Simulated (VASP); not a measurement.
A run of VASP 6.6.1 is set up as follows.

Contents of INCAR:

```
PREC = Accurate
ENCUT = 520
EDIFF = 1E-6
ISMEAR = 1
SIGMA = 0.15
LREAL = False
LASPH = True
NELM = 100
ALGO = Normal
ISIF = 2
LWAVE = False
LCHARG = False
GGA = CA
NBANDS = 13
```

KPOINTS

```
Automatic mesh
0
Gamma
  6 6 7
```

The input POSCAR:

```
Be
1.0
    4.5365604900      0.0000000000      0.0000000000
   -2.2682802500      3.9287766300      0.0000000000
    0.0000000000      0.0000000000      3.5303112100
Be
5
Direct
    0.3333333333      0.6666666667      0.0000000000
    0.6666666667      0.3333333333      0.0000000000
    0.5000000000      0.0000000000      0.5000000000
    0.5000000000      0.5000000000      0.5000000000
    0.0000000000      0.5000000000      0.5000000000
```

Potentials or basis: VASP PAW LDA potentials, release 64 (Be).

Launch:

```bash
$ cat potpaw_LDA.64/Be/POTCAR > POTCAR
$ mpirun -np 1 vasp_std > vasp.out
```

Estimate the pressure.

-9.8 GPa.

What does it give for the band gap on the k mesh?

Zero (band 5 reaches 3.10 eV, above the bottom of band 6 at 1.59 eV).

Stress tensor (GPa, compression positive):
```
-12.89   0.00   0.00
  0.00 -12.89   0.00
  0.00   0.00  -3.54
```
